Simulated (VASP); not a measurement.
# VInC4N4 (P-43m) in VASP: notebook

VInC4N4 is run at these levels: PBE; tasks: single point.

Everything below comes from runs of VASP 6.6.1. Logs are shortened: lines on timing, memory, paths and dates and some standing lists are left out, and cuts for length are marked.

## (1) The cell of the first run

Symmetry: P-43m, No. 215, cubic system. Conventional cell: a = 5.980 Å, b = 5.980 Å, c = 5.980 Å, α = 90.00°, β = 90.00°, γ = 90.00°. V (site symmetry -43m) has 4 N at 2.01 Å within 2.7 Å. Within 2.7 Å of In (site symmetry -43m) lie 4 C at 2.00 Å. C (site symmetry 3m) has 1 N at 1.17 Å within 1.6 Å. N (site symmetry 3m) has 1 C at 1.17 Å within 1.6 Å.

## (2) Single point, PBE, collinear spin, ferromagnetic start

Input file INCAR:

```
ALGO     = Normal         # electronic algorithm
EDIFF    = 1E-6           # SCF threshold, eV
ENCUT    = 520            # plane-wave cutoff, eV
GGA      = PE             # functional
ISIF     = 2              # what is computed and relaxed
ISMEAR   = 0              # smearing method
ISPIN    = 2              # spin polarisation
LASPH    = T              # aspherical terms in the spheres
LCHARG   = F              # write CHGCAR
LMAXMIX  = 4              # l up to which the mixer works
LORBIT   = 11             # projections on sites
LREAL    = F              # projectors in reciprocal space
LWAVE    = F              # write WAVECAR
MAGMOM   = 2 0 0 0 0 0 0 0 0 0 # initial moments
NBANDS   = 46             # bands
NELM     = 150            # most SCF steps
PREC     = Accurate       # precision mode
SIGMA    = 0.1            # smearing width, eV
```

Input file KPOINTS:

```
k-points
0
Gamma
  4 4 4
```

Input file POSCAR:

```
VInC4N4
1.0
    5.9796167400      0.0000000000      0.0000000000
    0.0000000000      5.9796167400      0.0000000000
    0.0000000000      0.0000000000      5.9796167400
V In C N
1 1 4 4
Direct
    0.5000000000      0.5000000000      0.5000000000
    0.0000000000      0.0000000000      0.0000000000
    0.1932026600      0.1932026600      0.1932026600
    0.1932026600      0.8067973400      0.8067973400
    0.8067973400      0.1932026600      0.8067973400
    0.8067973400      0.8067973400      0.1932026600
    0.3061697400      0.3061697400      0.3061697400
    0.3061697400      0.6938302600      0.6938302600
    0.6938302600      0.3061697400      0.6938302600
    0.6938302600      0.6938302600      0.3061697400
```

Potentials or basis: VASP PAW PBE potentials, release 64 (V_sv, In_d, C, N).

Started as:

```bash
> cat potpaw_PBE.64/V_sv/POTCAR potpaw_PBE.64/In_d/POTCAR potpaw_PBE.64/C/POTCAR potpaw_PBE.64/N/POTCAR > POTCAR
> mpirun -np 1 vasp_std > vasp.out
```

OUTCAR:

```text
EDIFF = 1E-6
   ENCUT = 520
   GGA = PE
   ISIF = 2
   ISMEAR = 0
   ISPIN = 2
   LASPH = T
   LORBIT = 11
   LREAL = F
   NELM = 150
   PREC = Accurate

 ion  position               nearest neighbor table
   1  0.500  0.500  0.500-   7 2.01   8 2.01   9 2.01  10 2.01
   2  0.000  0.000  0.000-   3 2.00   4 2.00   5 2.00   6 2.00
   3  0.193  0.193  0.193-   7 1.17   2 2.00
   4  0.193  0.807  0.807-   8 1.17   2 2.00
   5  0.807  0.193  0.807-   9 1.17   2 2.00
   6  0.807  0.807  0.193-  10 1.17   2 2.00
   7  0.306  0.306  0.306-   3 1.17   1 2.01
   8  0.306  0.694  0.694-   4 1.17   1 2.01
   9  0.694  0.306  0.694-   5 1.17   1 2.01
  10  0.694  0.694  0.306-   6 1.17   1 2.01

  LATTYP: Found a simple cubic cell.
 ALAT       =     5.9796167400

  Lattice vectors:

 A1 = (   5.9796167400,   0.0000000000,   0.0000000000)
 A2 = (   0.0000000000,   5.9796167400,   0.0000000000)
 A3 = (   0.0000000000,   0.0000000000,   5.9796167400)

Analysis of symmetry for initial positions (statically):
=====================================================================
 Subroutine PRICEL returns:
 Original cell was already a primitive cell.

 Routine SETGRP: Setting up the symmetry group for a
 simple cubic supercell.

 Subroutine GETGRP returns: Found 24 space group operations
 (whereof 24 operations were pure point group operations)
 out of a pool of 48 trial point group operations.

The static configuration has the point symmetry T_d .

Analysis of symmetry for dynamics (positions and initial velocities):
=====================================================================
 Subroutine PRICEL returns:
 Original cell was already a primitive cell.

 Routine SETGRP: Setting up the symmetry group for a
 simple cubic supercell.

 Subroutine GETGRP returns: Found 24 space group operations
 (whereof 24 operations were pure point group operations)
 out of a pool of 48 trial point group operations.

The dynamic configuration has the point symmetry T_d .

Analysis of structural, dynamic, and magnetic symmetry:
=====================================================================
 Subroutine PRICEL returns:
 Original cell was already a primitive cell.

 Routine SETGRP: Setting up the symmetry group for a
 simple cubic supercell.

 Subroutine GETGRP returns: Found 24 space group operations
 (whereof 24 operations were pure point group operations)
 out of a pool of 48 trial point group operations.

The overall configuration has the point symmetry T_d .
[... 150 lines left out ...]

 E-fermi :   1.6972     XC(G=0):  -7.1556

 val. band max:        1.6238508019   @ k =   0.5000   0.0000   0.0000
 cond. band min:       1.7446376061   @ k =   0.0000   0.0000   0.0000
 fundamental gap:      0.1207868042
 Fermi energy:         1.6972230451

 spin component 1

 k-point     1 :       0.0000    0.0000    0.0000
  band No.  band energies     occupation
      1     -62.7954      1.00000
      2     -36.6916      1.00000
      3     -36.6915      1.00000
      4     -36.6915      1.00000
      5     -17.9449      1.00000
      6     -17.8431      1.00000
[... 449 lines left out ...]
     42       4.7307      0.00000
     43       6.4156      0.00000
 Fermi energy:         1.6972230451

 spin component 2

 k-point     1 :       0.0000    0.0000    0.0000
  band No.  band energies     occupation
      1     -62.7954      1.00000
      2     -36.6916      1.00000
      3     -36.6915      1.00000
      4     -36.6915      1.00000
      5     -17.9449      1.00000
      6     -17.8431      1.00000
[... 449 lines left out ...]
     42       4.7307      0.00000
     43       6.4156      0.00000
 [bands above 43 left out]

------------------------ aborting loop because EDIFF is reached ----------------------------------------

  FORCE on cell =-STRESS in cart. coord.  units (eV):
  Direction    XX          YY          ZZ          XY          YZ          ZX
  --------------------------------------------------------------------------------------
  -------------------------------------------------------------------------------------
  Total        6.5599132      6.5599132      6.5599132     -0.0000000      0.0000000     -0.0000000
  in kB       49.1573686     49.1573686     49.1573686     -0.0000000      0.0000000     -0.0000000
  external PRESSURE =      49.1573686 kB  Pullay stress =       0.0000000 kB

 VOLUME and BASIS-vectors are now :
 -----------------------------------------------------------------------------
  energy-cutoff  :      520.00
  volume of cell :      213.81
      direct lattice vectors                 reciprocal lattice vectors
     5.979616740  0.000000000  0.000000000     0.167234798  0.000000000  0.000000000
     0.000000000  5.979616740  0.000000000     0.000000000  0.167234798  0.000000000
     0.000000000  0.000000000  5.979616740     0.000000000  0.000000000  0.167234798

 POSITION                                       TOTAL-FORCE (eV/Angst)
 -----------------------------------------------------------------------------------
      2.98981      2.98981      2.98981         0.000000     -0.000000      0.000000
      0.00000      0.00000      0.00000         0.000000     -0.000000     -0.000000
      1.15528      1.15528      1.15528         0.855508      0.855508      0.855508
      1.15528      4.82434      4.82434         0.855508     -0.855508     -0.855508
      4.82434      1.15528      4.82434        -0.855508      0.855508     -0.855508
      4.82434      4.82434      1.15528        -0.855508     -0.855508      0.855508
      1.83078      1.83078      1.83078         1.263790      1.263790      1.263790
      1.83078      4.14884      4.14884         1.263790     -1.263790     -1.263790
      4.14884      1.83078      4.14884        -1.263790      1.263790     -1.263790
      4.14884      4.14884      1.83078        -1.263790     -1.263790      1.263790
 -----------------------------------------------------------------------------------
    total drift:                                0.000000      0.000000     -0.000000

  FREE ENERGIE OF THE ION-ELECTRON SYSTEM (eV)
  ---------------------------------------------------
  free  energy   TOTEN  =       -76.2490261427 eV

  energy  without entropy=      -76.2437127366  energy(sigma->0) =      -76.24636944

 total charge

# of ion       s       p       d       tot
------------------------------------------
    1        2.205   6.159   3.127  11.492
    2        0.797   1.193  10.033  12.023
    3        0.947   1.696   0.000   2.643
    4        0.947   1.696   0.000   2.643
    5        0.947   1.696   0.000   2.643
    6        0.947   1.696   0.000   2.643
    7        1.303   2.581   0.000   3.885
    8        1.303   2.581   0.000   3.885
    9        1.303   2.581   0.000   3.885
   10        1.303   2.581   0.000   3.885
--------------------------------------------------
tot         12.003  24.462  13.160  49.625

 magnetization (x)

# of ion       s       p       d       tot
------------------------------------------
    1       -0.000   0.000   0.000   0.000
    2       -0.000   0.000  -0.000  -0.000
    3        0.000  -0.000   0.000  -0.000
    4        0.000  -0.000   0.000  -0.000
    5        0.000  -0.000   0.000  -0.000
    6        0.000  -0.000   0.000  -0.000
    7       -0.000   0.000   0.000   0.000
    8       -0.000   0.000   0.000   0.000
    9       -0.000   0.000   0.000   0.000
   10       -0.000   0.000   0.000   0.000
--------------------------------------------------
tot         -0.000   0.000   0.000   0.000
```

stdout:

```text
POSCAR found type information on POSCAR V InC N
 POSCAR found :  4 types and      10 ions
 scaLAPACK will be used
 LDA part: xc-table for (Slater+PW92), standard interpolation
 POSCAR, INCAR and KPOINTS ok, starting setup
 FFT: planning ... GRIDC
 FFT: planning ... GRID_SOFT
 FFT: planning ... GRID
 WAVECAR not read
 entering main loop
```

Run time: 7.4 min. Hardware: 1 thread of Intel Xeon 8259CL, shared host; peak memory 0.51 GiB.

What came out:

```
Free energy                                           : -76.2490 eV
Pressure                                              : 4.9 GPa
Largest force                                         : 2.189 eV/Å
Net moment                                            : 0.00 μB per cell
Valence electrons inside the program's atomic spheres : V 11.49; In 12.02; C 2.64; N 3.88
```

Forces in eV/Å, atoms in the order of the input:
```
V    0.000  0.000  0.000
In   0.000  0.000  0.000
C    0.856  0.856  0.856
C    0.856 -0.856 -0.856
C   -0.856  0.856 -0.856
C   -0.856 -0.856  0.856
N    1.264  1.264  1.264
N    1.264 -1.264 -1.264
N   -1.264  1.264 -1.264
N   -1.264 -1.264  1.264
```

Caveat: the cell stands under pressure; spin-orbit coupling is left out, which moves the levels of the heavy elements; forces of over 1 eV/Å act on the atoms, so gaps and moduli don't describe the material at rest.

## (3) Single point, PBE, collinear spin, ferromagnetic start

This run uses another cell than the first one, of 23.18 Å³/atom.

Input file INCAR:

```
SYSTEM = VInC4N4
ALGO = Normal
EDIFF = 1E-7
ENCUT = 520
GGA = PE
ISIF = 2
ISMEAR = 0
ISPIN = 2
LASPH = .True.
LCHARG = .True.
LELF = .True.
LMAXMIX = 4
LORBIT = 11
LREAL = .False.
LVHAR = .True.
LWAVE = .False.
MAGMOM = 2 0 0 0 0 0 0 0 0 0
NBANDS = 46
NELM = 150
PREC = Accurate
SIGMA = 0.1
```

Input file KPOINTS:

```
k-points
0
Gamma
  4 4 4
  0 0 0
```

Input file POSCAR:

```
VInC4N4
1.0
    6.1424843898      0.0000000000      0.0000000000
    0.0000000000      6.1424843898      0.0000000000
    0.0000000000      0.0000000000      6.1424843898
V In C N
1 1 4 4
Direct
    0.5000000000      0.5000000000      0.5000000000
    0.0000000000      0.0000000000      0.0000000000
    0.2021158379      0.2021158379      0.2021158379
    0.2021158379      0.7978841621      0.7978841621
    0.7978841621      0.2021158379      0.7978841621
    0.7978841621      0.7978841621      0.2021158379
    0.3126771165      0.3126771165      0.3126771165
    0.3126771165      0.6873228835      0.6873228835
    0.6873228835      0.3126771165      0.6873228835
    0.6873228835      0.6873228835      0.3126771165
```

Potentials or basis: VASP PAW PBE potentials, release 64 (V_sv, In_d, C, N).

Started as:

```bash
> cat potpaw_PBE.64/V_sv/POTCAR potpaw_PBE.64/In_d/POTCAR potpaw_PBE.64/C/POTCAR potpaw_PBE.64/N/POTCAR > POTCAR
> mpirun -np 1 vasp_std > vasp.out
```

OUTCAR:

```text
SYSTEM = VInC4N4
   EDIFF = 1E-7
   ENCUT = 520
   GGA = PE
   ISIF = 2
   ISMEAR = 0
   ISPIN = 2
   LASPH = .True.
   LORBIT = 11
   LREAL = .False.
   NELM = 150
   PREC = Accurate

 ion  position               nearest neighbor table
   1  0.500  0.500  0.500-   7 1.99   8 1.99   9 1.99  10 1.99
   2  0.000  0.000  0.000-   3 2.15   4 2.15   5 2.15   6 2.15
   3  0.202  0.202  0.202-   7 1.18   2 2.15
   4  0.202  0.798  0.798-   8 1.18   2 2.15
   5  0.798  0.202  0.798-   9 1.18   2 2.15
   6  0.798  0.798  0.202-  10 1.18   2 2.15
   7  0.313  0.313  0.313-   3 1.18   1 1.99
   8  0.313  0.687  0.687-   4 1.18   1 1.99
   9  0.687  0.313  0.687-   5 1.18   1 1.99
  10  0.687  0.687  0.313-   6 1.18   1 1.99

  LATTYP: Found a simple cubic cell.
 ALAT       =     6.1424843898

  Lattice vectors:

 A1 = (   6.1424843898,   0.0000000000,   0.0000000000)
 A2 = (   0.0000000000,   6.1424843898,   0.0000000000)
 A3 = (   0.0000000000,   0.0000000000,   6.1424843898)

Analysis of symmetry for initial positions (statically):
=====================================================================
[... 1139 lines left out ...]
     0.000000000  6.142484390  0.000000000     0.000000000  0.162800577  0.000000000
     0.000000000  0.000000000  6.142484390     0.000000000  0.000000000  0.162800577

 POSITION                                       TOTAL-FORCE (eV/Angst)
 -----------------------------------------------------------------------------------
      3.07124      3.07124      3.07124         0.000000      0.000000      0.000000
      0.00000      0.00000      0.00000         0.000000      0.000000      0.000000
      1.24149      1.24149      1.24149        -0.288503     -0.288503     -0.288503
      1.24149      4.90099      4.90099        -0.288503      0.288503      0.288503
      4.90099      1.24149      4.90099         0.288503     -0.288503      0.288503
      4.90099      4.90099      1.24149         0.288503      0.288503     -0.288503
      1.92061      1.92061      1.92061         0.834216      0.834216      0.834216
      1.92061      4.22187      4.22187         0.834216     -0.834216     -0.834216
      4.22187      1.92061      4.22187        -0.834216      0.834216     -0.834216
      4.22187      4.22187      1.92061        -0.834216     -0.834216      0.834216
 -----------------------------------------------------------------------------------
    total drift:                                0.000000      0.000000      0.000000

  FREE ENERGIE OF THE ION-ELECTRON SYSTEM (eV)
  ---------------------------------------------------
  free  energy   TOTEN  =       -77.0950350701 eV

  energy  without entropy=      -77.0909442905  energy(sigma->0) =      -77.09298968

 total charge

# of ion       s       p       d       tot
------------------------------------------
    1        2.212   6.168   3.137  11.517
    2        0.713   0.867   9.970  11.550
    3        0.933   1.654   0.000   2.588
    4        0.933   1.654   0.000   2.588
    5        0.933   1.654   0.000   2.588
    6        0.933   1.654   0.000   2.588
    7        1.302   2.577   0.000   3.879
    8        1.302   2.577   0.000   3.879
    9        1.302   2.577   0.000   3.879
   10        1.302   2.577   0.000   3.879
--------------------------------------------------
tot         11.865  23.959  13.107  48.932

 magnetization (x)

# of ion       s       p       d       tot
------------------------------------------
    1        0.000   0.000  -0.000  -0.000
    2       -0.000  -0.000   0.000  -0.000
    3        0.000  -0.000   0.000  -0.000
    4        0.000  -0.000   0.000  -0.000
    5        0.000  -0.000   0.000  -0.000
    6        0.000  -0.000   0.000  -0.000
    7        0.000   0.000   0.000   0.000
    8        0.000   0.000   0.000   0.000
    9        0.000   0.000   0.000   0.000
   10        0.000   0.000   0.000   0.000
--------------------------------------------------
tot         -0.000   0.000  -0.000  -0.000
```

stdout:

```text
POSCAR found type information on POSCAR V InC N
 POSCAR found :  4 types and      10 ions
 scaLAPACK will be used
 LDA part: xc-table for (Slater+PW92), standard interpolation
 POSCAR, INCAR and KPOINTS ok, starting setup
 FFT: planning ... GRIDC
 FFT: planning ... GRID_SOFT
 FFT: planning ... GRID
 WAVECAR not read
 entering main loop
```

Run time: 7.7 min. Hardware: 1 thread of Intel Xeon 8259CL, shared host; peak memory 0.5 GiB.

What came out:

| Property | Result |
| --- | --- |
| Free energy | -77.0950 eV |
| Pressure | -0.8 GPa |
| Largest force | 1.445 eV/Å |
| Net moment | 0.00 μB per cell |
| Valence electrons inside the program's atomic spheres | V 11.52; In 11.55; C 2.59; N 3.88 |

Forces in eV/Å, atoms in the order of the input:
```
V    0.000  0.000  0.000
In   0.000  0.000  0.000
C   -0.289 -0.289 -0.289
C   -0.289  0.289  0.289
C    0.289 -0.289  0.289
C    0.289  0.289 -0.289
N    0.834  0.834  0.834
N    0.834 -0.834 -0.834
N   -0.834  0.834 -0.834
N   -0.834 -0.834  0.834
```

Caveat: spin-orbit coupling is left out, which moves the levels of the heavy elements; forces of over 1 eV/Å act on the atoms, so gaps and moduli don't describe the material at rest.
